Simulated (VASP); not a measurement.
# TiCo (Pm-3m) in VASP: a series of runs

TiCo is run at these levels: PBE, r2SCAN; tasks: electric field gradients.

Everything below comes from runs of VASP 6.6.1. Logs are shortened: lines on timing, memory, paths and dates and some standing lists are left out, and cuts for length are marked.

## (1) The cell of the first run

The structure is cubic, space group Pm-3m (No. 221). Conventional cell: a = 2.986 Å, b = 2.986 Å, c = 2.986 Å, α = 90.00°, β = 90.00°, γ = 90.00°. Within 3.4 Å of Ti (site symmetry m-3m) lie 8 Co at 2.59 Å and 6 Ti at 2.99 Å. Co (site symmetry m-3m) has 8 Ti at 2.59 Å and 6 Co at 2.99 Å within 3.4 Å.

## (2) Electric field gradients, PBE, collinear spin, ferromagnetic start

INCAR

```
PREC = Accurate
ENCUT = 520
EDIFF = 1E-8
ISMEAR = -1
SIGMA = 0.05
LREAL = F
LASPH = T
NELM = 150
ALGO = Normal
ISIF = 2
LWAVE = F
LCHARG = F
ISPIN = 2
MAGMOM = 0 2
LORBIT = 11
LMAXMIX = 4
GGA = PE
LEFG = T
NBANDS = 22
```

KPOINTS

```
regular mesh
0
Gamma
  11 11 11
```

POSCAR

```
TiCo
1.0
    2.9861109900      0.0000000000      0.0000000000
    0.0000000000      2.9861109900      0.0000000000
    0.0000000000      0.0000000000      2.9861109900
Ti Co
1 1
Direct
    0.0000000000      0.0000000000      0.0000000000
    0.5000000000      0.5000000000      0.5000000000
```

Potentials or basis: VASP PAW PBE potentials, release 64 (Ti_sv, Co).

Started as:

```console
cat potpaw_PBE.64/Ti_sv/POTCAR potpaw_PBE.64/Co/POTCAR > POTCAR
mpirun -np 1 vasp_std > vasp.out
```

OUTCAR:

```text
PREC = Accurate
   ENCUT = 520
   EDIFF = 1E-8
   ISMEAR = -1
   LREAL = F
   LASPH = T
   NELM = 150
   ISIF = 2
   ISPIN = 2
   LORBIT = 11
   GGA = PE

 ion  position               nearest neighbor table
   1  0.000  0.000  0.000-   2 2.59   2 2.59   2 2.59   2 2.59   2 2.59   2 2.59   2 2.59   2 2.59

   2  0.500  0.500  0.500-   1 2.59   1 2.59   1 2.59   1 2.59   1 2.59   1 2.59   1 2.59   1 2.59

  LATTYP: Found a simple cubic cell.
 ALAT       =     2.9861109900

  Lattice vectors:

 A1 = (   2.9861109900,   0.0000000000,   0.0000000000)
 A2 = (   0.0000000000,   2.9861109900,   0.0000000000)
 A3 = (   0.0000000000,   0.0000000000,   2.9861109900)

Analysis of symmetry for initial positions (statically):
=====================================================================
 Subroutine PRICEL returns:
 Original cell was already a primitive cell.

 Routine SETGRP: Setting up the symmetry group for a
 simple cubic supercell.

 Subroutine GETGRP returns: Found 48 space group operations
 (whereof 48 operations were pure point group operations)
 out of a pool of 48 trial point group operations.

The static configuration has the point symmetry O_h .

Analysis of symmetry for dynamics (positions and initial velocities):
=====================================================================
 Subroutine PRICEL returns:
 Original cell was already a primitive cell.

 Routine SETGRP: Setting up the symmetry group for a
 simple cubic supercell.

 Subroutine GETGRP returns: Found 48 space group operations
 (whereof 48 operations were pure point group operations)
 out of a pool of 48 trial point group operations.

The dynamic configuration has the point symmetry O_h .

Analysis of structural, dynamic, and magnetic symmetry:
=====================================================================
 Subroutine PRICEL returns:
 Original cell was already a primitive cell.

 Routine SETGRP: Setting up the symmetry group for a
 simple cubic supercell.

 Subroutine GETGRP returns: Found 48 space group operations
 (whereof 48 operations were pure point group operations)
 out of a pool of 48 trial point group operations.

The overall configuration has the point symmetry O_h .

 Subroutine INISYM returns: Found 48 space group operations
 (whereof 48 operations are pure point group operations),
 and found     1 'primitive' translations

----------------------------------------------------------------------------------------

                                     Primitive cell

  volume of cell :      26.6267

  direct lattice vectors                    reciprocal lattice vectors
     2.986110990  0.000000000  0.000000000     0.334883735  0.000000000  0.000000000
     0.000000000  2.986110990  0.000000000     0.000000000  0.334883735  0.000000000
     0.000000000  0.000000000  2.986110990     0.000000000  0.000000000  0.334883735

  length of vectors
     2.986110990  2.986110990  2.986110990     0.334883735  0.334883735  0.334883735

  position of ions in fractional coordinates (direct lattice)
     0.000000000  0.000000000  0.000000000
     0.500000000  0.500000000  0.500000000

  ion indices of the primitive-cell ions
   primitive index   ion index
                 1           1
                 2           2

----------------------------------------------------------------------------------------

 KPOINTS: regular mesh

Automatic generation of k-mesh.
 Grid dimensions read from file:
 generate k-points for:   11   11   11

 Generating k-lattice:

  Cartesian coordinates                     Fractional coordinates (reciprocal lattice)
     0.030443976  0.000000000  0.000000000     0.090909091  0.000000000  0.000000000
[... 59 lines left out ...]
   EDIFF  = 0.1E-07   stopping-criterion for ELM
   LREAL  =      F    real-space projection
   EDIFFG = 0.1E-06   stopping-criterion for IOM
   NSW    =      0    number of steps for IOM
   IBRION =     -1    ionic relax: 0-MD 1-quasi-New 2-CG
   NFREE  =      0    steps in history (QN), initial steepest desc. (CG)
   ISIF   =      2    stress and relaxation
   ISYM   =      2    0-nonsym 1-usesym 2-fastsym
   POTIM  = 0.5000    time-step for ionic-motion
   TEBEG  =    0.0;   TEEND  =   0.0 temperature during run
   PSTRESS=    0.0 pullay stress
   NELECT =      21.0000    total number of electrons
   NUPDOWN=      -1.0000    fix difference up-down
   EMIN   =  10.00;   EMAX   =-10.00  energy-range for DOS
   EFERMI =   0.00;   METHOD = LEGACY
   ISMEAR =    -1;   SIGMA  =   0.05  broadening in eV -4-tet -1-fermi 0-gaus
   EFERMI_NEDOS =   21; number of points for ismear=-14 and -15
   IALGO  =     38    algorithm
   IMIX   =      4    mixing-type and parameters
     AMIX     =   0.40;   BMIX     =  1.00
     AMIX_MAG =   1.60;   BMIX_MAG =  1.00
  volume/ion in A,a.u.               =      13.31        89.84
  Fermi-wavevector in a.u.,A,eV,Ry     =   1.512546  2.858298 31.127355  2.287796
  Thomas-Fermi vector in A             =   2.622456
   LORBIT       =     11    0 simple, 1 ext, 2 COOP (PROOUT), +10 PAW based schemes
   GGA     = PE    functional components
   LHFCALC =     F    Hartree Fock is set to
   AEXX    =    0.0000 exact exchange contribution
   IVDW    =     0    specifies the selected vdW correction
   LEPSILON=     F    determine dielectric tensor
   LRPA    =     F    only Hartree local field effects (RPA)
 spin polarized calculation
  energy-cutoff  :      520.00
  volume of cell :       26.63
 maximum number of plane-waves:       739
 NGX is ok and might be reduce to    24
   NGX = 11   NGY = 11   NGZ = 11

 number of electron      20.9999983 magnetization       0.8688087

 Free energy of the ion-electron system (eV)
  ---------------------------------------------------
  ext. energy  EPLUGINS =         0.00000000
  ---------------------------------------------------
  free energy    TOTEN  =       -15.68065775 eV

  energy without entropy =      -15.66479970  energy(sigma->0) =      -15.67272873

 E-fermi :   9.9149     XC(G=0): -12.5750

 val. band max:        9.9136346031   @ k =   0.4545   0.3636   0.1818
 cond. band min:       9.9296368139   @ k =   0.2727   0.0909   0.0000
 fundamental gap:      0.0160022107
 Fermi energy:         9.9149083483

 spin component 1

 k-point     1 :       0.0000    0.0000    0.0000
  band No.  band energies     occupation
      1     -47.2265      1.00000
      2     -23.3187      1.00000
      3     -23.3187      1.00000
      4     -23.3187      1.00000
      5       2.2447      1.00000
      6       5.7486      1.00000
[... 589 lines left out ...]
     21      28.1447      0.00000
     22      28.3161      0.00000

 [... further k-points ...]

 spin component 2

 k-point     1 :       0.0000    0.0000    0.0000
  band No.  band energies     occupation
      1     -47.2390      1.00000
      2     -23.3321      1.00000
      3     -23.3321      1.00000
      4     -23.3321      1.00000
      5       2.2332      1.00000
      6       6.4245      1.00000
[... 589 lines left out ...]
     21      28.0766      0.00000
     22      28.3053      0.00000

 [... further k-points ...]

------------------------ aborting loop because EDIFF is reached ----------------------------------------

  FORCE on cell =-STRESS in cart. coord.  units (eV):
  Direction    XX          YY          ZZ          XY          YZ          ZX
  --------------------------------------------------------------------------------------
  -------------------------------------------------------------------------------------
  Total       -0.0809752     -0.0809752     -0.0809752      0.0000000     -0.0000000     -0.0000000
  in kB       -4.8724214     -4.8724214     -4.8724214      0.0000000     -0.0000000     -0.0000000
  external PRESSURE =      -4.8724214 kB  Pullay stress =       0.0000000 kB

 VOLUME and BASIS-vectors are now :
 -----------------------------------------------------------------------------
  energy-cutoff  :      520.00
  volume of cell :       26.63
      direct lattice vectors                 reciprocal lattice vectors
     2.986110990  0.000000000  0.000000000     0.334883735  0.000000000  0.000000000
     0.000000000  2.986110990  0.000000000     0.000000000  0.334883735  0.000000000
     0.000000000  0.000000000  2.986110990     0.000000000  0.000000000  0.334883735

 POSITION                                       TOTAL-FORCE (eV/Angst)
 -----------------------------------------------------------------------------------
      0.00000      0.00000      0.00000         0.000000      0.000000      0.000000
      1.49306      1.49306      1.49306         0.000000      0.000000      0.000000
 -----------------------------------------------------------------------------------
    total drift:                                0.000000      0.000000     -0.000000

  FREE ENERGIE OF THE ION-ELECTRON SYSTEM (eV)
  ---------------------------------------------------
  free  energy   TOTEN  =       -15.6806577497 eV

  energy  without entropy=      -15.6647997005  energy(sigma->0) =      -15.67272873

 Electric field gradients (V/A^2)
---------------------------------------------------------------------
 ion       V_xx      V_yy      V_zz      V_xy      V_xz      V_yz
---------------------------------------------------------------------
   1      -0.000    -0.000    -0.000    -0.000     0.000    -0.000
   2      -0.000    -0.000     0.000     0.000    -0.000     0.000
---------------------------------------------------------------------

 Electric field gradients after diagonalization (V/A^2)
 (convention: |V_zz| > |V_xx| > |V_yy|)
----------------------------------------------------------------------
 ion       V_xx      V_yy      V_zz     asymmetry (V_yy - V_xx)/ V_zz
----------------------------------------------------------------------
   1      -0.000    -0.000    -0.000      -0.099
   2      -0.000    -0.000     0.000       0.028
----------------------------------------------------------------------

           NMR quadrupolar parameters

 Cq : quadrupolar parameter    Cq=e*Q*V_zz/h
 eta: asymmetry parameters     (V_yy - V_xx)/ V_zz
 Q  : nuclear electric quadrupole moment in mb (millibarn)
----------------------------------------------------------------------
 ion       Cq(MHz)       eta       Q (mb)
----------------------------------------------------------------------
   1      -0.000      -0.099       1.000
   2       0.000       0.028       1.000
----------------------------------------------------------------------

 total charge

# of ion       s       p       d       tot
------------------------------------------
    1        2.248   6.180   1.857  10.285
    2        0.526   0.461   7.300   8.288
--------------------------------------------------
tot          2.774   6.641   9.157  18.573

 magnetization (x)

# of ion       s       p       d       tot
------------------------------------------
    1       -0.002  -0.014  -0.017  -0.032
    2        0.029  -0.006   0.931   0.954
--------------------------------------------------
tot          0.027  -0.019   0.914   0.921
```

Wall time 44 s (1 thread of Intel Xeon Platinum 8488C (Sapphire Rapids), shared host); peak memory 0.18 GiB.

Results:

- Free energy: -15.6807 eV
- Pressure: -0.5 GPa
- Net moment: 0.87 μB per cell
- Site moments: Ti -0.03; Co +0.95 μB
- Largest electric field gradient by atom: zero within the noise of the run
- Valence electrons inside the program's atomic spheres: Ti 10.29; Co 8.29

Levels at points of the mesh, in eV from the Fermi level:
Spin up:
| k point | band 9 | band 10 | band 11 | band 12 | band 13 | band 14 |
| --- | --- | --- | --- | --- | --- | --- |
| (0.00, 0.00, 0.00) | -1.87 | -1.87 | 0.49 | 0.49 | 2.67 | 2.67 |
Spin down:
```
           k point  band 6  band 7  band 8  band 9  band 10  band 11  band 12  band 13  band 14  band 15
(0.00, 0.00, 0.00)   -3.49   -3.49   -1.31   -1.31    -1.31     1.05     1.05     2.77     2.77     2.77
```

## (3) Electric field gradients, r2SCAN, collinear spin, ferromagnetic start

POSCAR is that of step 2.

INCAR.step1

```
PREC = Accurate
ENCUT = 520
ISMEAR = -1
SIGMA = 0.05
LREAL = False
LASPH = True
NELM = 150
ISPIN = 2
MAGMOM = 0 2
LMAXMIX = 4
NBANDS = 22
GGA = PE
ALGO = Normal
EDIFF = 1E-4
LWAVE = True
LCHARG = False
```

INCAR.step2

```
PREC = Accurate
ENCUT = 520
EDIFF = 1E-8
ISMEAR = -1
SIGMA = 0.05
LREAL = False
LASPH = True
NELM = 150
ALGO = Normal
ISIF = 2
LWAVE = False
LCHARG = False
ISPIN = 2
MAGMOM = 0 2
LORBIT = 11
LMAXMIX = 4
METAGGA = R2SCAN
LMIXTAU = True
LEFG = True
NBANDS = 22
ISTART = 1
```

KPOINTS

```
Automatic mesh
0
Gamma
  11 11 11
```

Potentials or basis: VASP PAW PBE potentials, release 64 (Ti_sv, Co).

Started as:

```console
cat potpaw_PBE.64/Ti_sv/POTCAR potpaw_PBE.64/Co/POTCAR > POTCAR
cp INCAR.step1 INCAR
mpirun -np 1 vasp_std > vasp.out
cp INCAR.step2 INCAR
mpirun -np 1 vasp_std > vasp.out
```

OUTCAR:

```text
PREC = Accurate
   ENCUT = 520
   EDIFF = 1E-8
   ISMEAR = -1
   LREAL = False
   LASPH = True
   NELM = 150
   ISIF = 2
   ISPIN = 2
   LORBIT = 11
   METAGGA = R2SCAN
   ISTART = 1

 ion  position               nearest neighbor table
   1  0.000  0.000  0.000-   2 2.59   2 2.59   2 2.59   2 2.59   2 2.59   2 2.59   2 2.59   2 2.59

   2  0.500  0.500  0.500-   1 2.59   1 2.59   1 2.59   1 2.59   1 2.59   1 2.59   1 2.59   1 2.59

  LATTYP: Found a simple cubic cell.
 ALAT       =     2.9861109900

  Lattice vectors:

 A1 = (   2.9861109900,   0.0000000000,   0.0000000000)
 A2 = (   0.0000000000,   2.9861109900,   0.0000000000)
 A3 = (   0.0000000000,   0.0000000000,   2.9861109900)

Analysis of symmetry for initial positions (statically):
=====================================================================
 Subroutine PRICEL returns:
 Original cell was already a primitive cell.
[... 1422 lines left out ...]
 -----------------------------------------------------------------------------------
    total drift:                                0.000000      0.000000     -0.000000

  FREE ENERGIE OF THE ION-ELECTRON SYSTEM (eV)
  ---------------------------------------------------
  free  energy   TOTEN  =       -27.0303334276 eV

  energy  without entropy=      -27.0226930475  energy(sigma->0) =      -27.02651324

 Electric field gradients (V/A^2)
---------------------------------------------------------------------
 ion       V_xx      V_yy      V_zz      V_xy      V_xz      V_yz
---------------------------------------------------------------------
   1      -0.000     0.000     0.000     0.000    -0.000    -0.000
   2       0.000     0.000    -0.000    -0.000    -0.000     0.000
---------------------------------------------------------------------

 Electric field gradients after diagonalization (V/A^2)
 (convention: |V_zz| > |V_xx| > |V_yy|)
----------------------------------------------------------------------
 ion       V_xx      V_yy      V_zz     asymmetry (V_yy - V_xx)/ V_zz
----------------------------------------------------------------------
   1      -0.000     0.000     0.000       1.433
   2       0.000     0.000    -0.000       0.292
----------------------------------------------------------------------

           NMR quadrupolar parameters

 Cq : quadrupolar parameter    Cq=e*Q*V_zz/h
 eta: asymmetry parameters     (V_yy - V_xx)/ V_zz
 Q  : nuclear electric quadrupole moment in mb (millibarn)
----------------------------------------------------------------------
 ion       Cq(MHz)       eta       Q (mb)
----------------------------------------------------------------------
   1       0.000       1.433       1.000
   2      -0.000       0.292       1.000
----------------------------------------------------------------------

 total charge

# of ion       s       p       d       tot
------------------------------------------
    1        2.244   6.197   1.804  10.246
    2        0.559   0.526   7.239   8.323
--------------------------------------------------
tot          2.803   6.723   9.043  18.569

 magnetization (x)

# of ion       s       p       d       tot
------------------------------------------
    1       -0.007  -0.038  -0.219  -0.265
    2        0.044  -0.031   1.371   1.384
--------------------------------------------------
tot          0.036  -0.069   1.152   1.119
```

It took 2.3 min on 1 thread of Intel Xeon Platinum 8488C (Sapphire Rapids), shared host; peak memory 0.19 GiB.

Results:

| Quantity | Value |
| --- | --- |
| Free energy | -27.0303 eV |
| Pressure | 0.7 GPa |
| Net moment | 0.92 μB per cell |
| Site moments | Ti -0.27; Co +1.38 μB |
| Largest electric field gradient by atom | zero within the noise of the run |
| Valence electrons inside the program's atomic spheres | Ti 10.25; Co 8.32 |

Levels at points of the mesh, in eV from the Fermi level:
Spin up:
| k point | band 8 | band 9 | band 10 | band 11 | band 12 | band 13 | band 14 | band 15 |
| --- | --- | --- | --- | --- | --- | --- | --- | --- |
| (0.00, 0.00, 0.00) | -2.35 | -2.35 | -2.35 | 0.55 | 0.55 | 2.90 | 2.90 | 2.90 |
Spin down:
| k point | band 7 | band 8 | band 9 | band 10 | band 11 | band 12 | band 13 | band 14 |
| --- | --- | --- | --- | --- | --- | --- | --- | --- |
| (0.00, 0.00, 0.00) | -3.40 | -1.42 | -1.42 | -1.42 | 1.61 | 1.61 | 2.89 | 2.89 |

Caveat: the PAW data sets were made with another functional, which shifts forces and pressure a little.
